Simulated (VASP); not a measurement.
Here is a VASP 6.6.1 calculation.

Contents of INCAR:

```
PREC = Accurate
ENCUT = 600
EDIFF = 1E-6
ISMEAR = -1
SIGMA = 0.05
LREAL = False
LASPH = True
NELM = 80
ALGO = Normal
ISIF = 3
LWAVE = False
LCHARG = False
GGA = PS
IBRION = 2
NSW = 32
EDIFFG = -0.005
PSTRESS = 780.0
```

KPOINTS

```
regular mesh
0
Gamma
  17 17 17
```

Contents of POSCAR:

```
V
1.0
    2.1873000908      0.0000000000      0.0000000000
    0.0000000000      2.1873000908      0.0000000000
    0.0000000000      0.0000000000      2.1873000908
V
1
Direct
    0.0000000000      0.0000000000      0.0000000000
```

Potentials or basis: VASP PAW PBE potentials, release 64 (V_sv).

Run with:

```bash
$ cat potpaw_PBE.64/V_sv/POTCAR > POTCAR
$ mpirun -np 1 vasp_std > vasp.out
```

(1) Predict the space group after relaxing (to 0.05 Å).

(2) What does it give for the relaxed volume?

(3) Predict the relaxed cell.

Results:

(1) Pm-3m (No. 221).

(2) 10.52 Å³/atom.

(3) a = 2.191 Å, b = 2.191 Å, c = 2.191 Å, α = 90.00°, β = 90.00°, γ = 90.00°.

Caveat: the cell is relaxed towards a set pressure, so the enthalpy falls and the energy may rise; the PAW data sets were made with another functional, which shifts forces and pressure a little.
